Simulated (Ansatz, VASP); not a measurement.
# Ag: VASP beside Ansatz

```
CELL_PARAMETERS angstrom
0.00000 2.06353 2.04310
2.04310 0.00000 2.04310
2.04310 2.06353 0.00000
ATOMIC_POSITIONS crystal
Ag 0.00000 0.00000 0.00000
```

Change from the starting cell: strain +0.0100 x Voigt [0, 1, 0, 0, 0, 0], atoms carried along.

Alike in both runs: task single point; functional r2SCAN; k mesh 20 × 20 × 20; occupations gaussian, width 0.15 eV; no spin polarisation.

|  | VASP | Ansatz |
| --- | --- | --- |
| version | VASP 6.6.1 | Ansatz 0.2.0 |
| potentials or method | VASP PAW PBE potentials, release 64 (Ag), cutoff 520 eV | scalar-relativistic, plane waves, PAW |
| valence electrons in the cell | 11 | 19 |

```tsv
	VASP	Ansatz	Ansatz less VASP
gap on the k mesh at the Fermi level (eV)	none	none	-
pressure (GPa)	0.5	0.3	-0.14
traceless stress, the component that is largest in VASP (GPa)	-0.26	-0.25	+0.006
```

VASP's potentials were made for PBE, not for r2SCAN. A gap of «none» marks a metal or a gap that the smearing closes. The functional is the same, so the differences come from potentials, cutoffs and numerics. VASP's potentials hold 11 valence electrons a cell and Ansatz's 19, so a difference there can come from the potentials and not from the codes.
